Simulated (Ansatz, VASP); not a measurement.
## Two plane-wave programs on SrCl2

The input POSCAR:

```
SrCl2
1.0
    4.5835388809      0.0000000000      0.0000000000
   -2.2917694404      3.9694611101      0.0000000000
    0.0000000000      0.0000000000      5.8199075188
Sr Cl
1 2
Direct
    0.0000000000      0.0000000000      0.0000000000
    0.3333333333      0.6666666667      0.2251751497
    0.6666666667      0.3333333333      0.7748248503
```

INCAR.step1

```
SYSTEM = SrCl2
ALGO = Normal
EDIFF = 1E-5
ENCUT = 400
GGA = PE
GGA_COMPAT = .False.
ISIF = 2
ISMEAR = 0
KPAR = 4
LASPH = .True.
LCHARG = .False.
LREAL = .False.
LWAVE = .True.
NBANDS = 19
NELM = 120
PREC = Accurate
SIGMA = 0.01
```

Contents of INCAR.step2:

```
SYSTEM = SrCl2
ALGO = Normal
EDIFF = 1E-6
ENCUT = 400
GGA = PE
GGA_COMPAT = .False.
HFSCREEN = 0.2079
ISIF = 2
ISMEAR = 0
ISTART = 1
KPAR = 4
LASPH = .True.
LCHARG = .False.
LHFCALC = .True.
LREAL = .False.
LWAVE = .False.
NBANDS = 19
NELM = 120
PREC = Accurate
PRECFOCK = Normal
SIGMA = 0.01
```

KPOINTS

```
k-points
0
Gamma
  6 6 4
  0 0 0
```

Input for Ansatz:

```yaml
crystal:
  lattice:
    - [4.5835388809, 0.0, 0.0]
    - [-2.2917694404, 3.9694611101, 0.0]
    - [0.0, 0.0, 5.8199075188]
  atoms:
    - { symbol: Sr, position: [0.0, 0.0, 0.0] }
    - { symbol: Cl, position: [0.3333333333, 0.6666666667, 0.2251751497] }
    - { symbol: Cl, position: [0.6666666667, 0.3333333333, 0.7748248503] }
kpoints:
  mp_grid: { grid: [6, 6, 4] }
  band_path:
    path:
      - [0.0, 0.0, 0.0]
      - [0.5, 0.0, 0.0]
      - [0.3333333333, 0.3333333333, 0.0]
      - [0.0, 0.0, 0.5]
      - [0.5, 0.0, 0.5]
      - [0.3333333333, 0.3333333333, 0.5]
    npoints: 1
hamiltonian:
  xc: hse06
scf:
  occupations: { method: fixed }
  n_extra_bands: 4
output:
  forces: true
  stress: true
  eigenvalues: true
```

Change from the starting cell: hydrostatic strain +4.0%.

Alike in both runs: task single point; functional HSE06; k mesh 6 × 6 × 4; no spin polarisation.

|  | VASP | Ansatz |
| --- | --- | --- |
| version | VASP 6.6.1 | Ansatz 0.2.0 |
| potentials or method | VASP PAW PBE potentials, release 64 (Sr_sv, Cl) | plane waves, PAW |
| plane-wave cutoff (eV) | 400 | 420 |
| occupations | gaussian, width 0.01 eV | fixed |
| valence electrons in the cell | 24 | 24 |

|  | VASP | Ansatz | Ansatz less VASP |
| --- | --- | --- | --- |
| gap on the k mesh at the Fermi level (eV) | 6.23 | 6.23 | +0.007 |
| pressure (GPa) | -0.9 | -0.9 | -0.03 |
| traceless stress, the component that is largest in VASP (GPa) | 1.00 | 1.03 | +0.032 |
| rms of the force components (eV/Å) | 0.010 | 0.018 | +0.0075 |

Atom by atom the forces differ by 0.007 eV/Å (rms over components). Ansatz's warnings: stress exchange threshold loose, stress scf threshold loose.
